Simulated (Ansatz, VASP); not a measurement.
# CdSe: VASP beside Ansatz

```
CELL_PARAMETERS angstrom
0.00000 3.09841 3.09841
3.09841 0.00000 3.09841
3.09841 3.09841 0.00000
ATOMIC_POSITIONS crystal
Cd 0.00000 0.00000 0.00000
Se 0.25000 0.25000 0.25000
```

Alike in both runs: functional PBE; k mesh 10 × 10 × 10; occupations gaussian, width 0.02 eV; no spin polarisation.

Ansatz relaxed the structure, and its values are those at the end. VASP's run is a single point on that final structure, the one shown.

|  | VASP | Ansatz |
| --- | --- | --- |
| version | VASP 6.6.1 | Ansatz 0.2.0 |
| potentials or method | VASP PAW PBE potentials, release 64 (Cd, Se), cutoff 520 eV | scalar-relativistic, plane waves, PAW |
| valence electrons in the cell | 18 | 36 |

|  | VASP | Ansatz | Ansatz less VASP |
| --- | --- | --- | --- |
| gap on the k mesh at the Fermi level (eV) | 0.49 | 0.49 | +0.001 |
| least direct gap on the mesh (eV) | 0.49 | 0.49 | +0.001 |
| pressure (GPa) | 0.2 | 0.0 | -0.25 |

VASP's potentials hold 18 valence electrons a cell and Ansatz's 36, so a difference there can come from the potentials and not from the codes.
